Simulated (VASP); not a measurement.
Li:

```
Li
1.0
     2.79379    0.00000    0.00000
     0.00000    2.79379    0.00000
     0.00000    0.00000    2.79379
Li
1
Cartesian
  0.0000 0.0000 0.0000
```

This isn't the form of Li at room conditions, which is bcc.

```yaml
Program: VASP 6.6.1
Task: relaxation of cell and atoms
Functional: PBE
Dispersion: D3(BJ)
Potentials_or_basis: VASP PAW PBE potentials, release 64 (Li_sv)
Cutoff: 600 eV
k_mesh: 14 × 14 × 14
Occupations: fermi-dirac, width 0.05 eV
Spin: no spin polarisation
```

At the start: pressure -2.0 GPa; volume 21.81 Å³/atom.

Problem. How do energy, volume and symmetry change on relaxing?

Solution. Over 7 steps the energy falls by 28.6 meV/atom and the volume is 17.96 Å³/atom (-17.7 %); space group Pm-3m (No. 221, to 0.1 Å) before and after.

Step by step:
| step | energy change (eV) | largest force (eV/Å) | pressure (GPa) | volume (Å³) |
| --- | --- | --- | --- | --- |
| 1 | 0.0000 | 0.0000 | -2.04 | 21.81 |
| 2 | -0.0102 | 0.0000 | -1.73 | 20.94 |
| 3 | -0.0249 | 0.0000 | -0.88 | 19.19 |
| 4 | -0.0169 | 0.0000 | 2.13 | 16.00 |
| 5 | -0.0285 | 0.0000 | -0.16 | 18.09 |
| 6 | -0.0286 | 0.0000 | 0.06 | 17.88 |
| 7 | -0.0286 | 0.0000 | -0.02 | 17.96 |

Final structure:
```yaml
crystal:
  lattice:
    - [2.61859, 0.00000, 0.00000]
    - [0.00000, 2.61859, 0.00000]
    - [0.00000, 0.00000, 2.61859]
  atoms:
    - { symbol: Li, position: [0.00000, 0.00000, 0.00000] }
```

Caveat: the cutoff is under 1.25 times the usual one of these potentials, so pressure, stress and relaxed cells hold a basis-set (Pulay) error; the volume moved by over 15 % at a fixed basis, so the end points are rough.
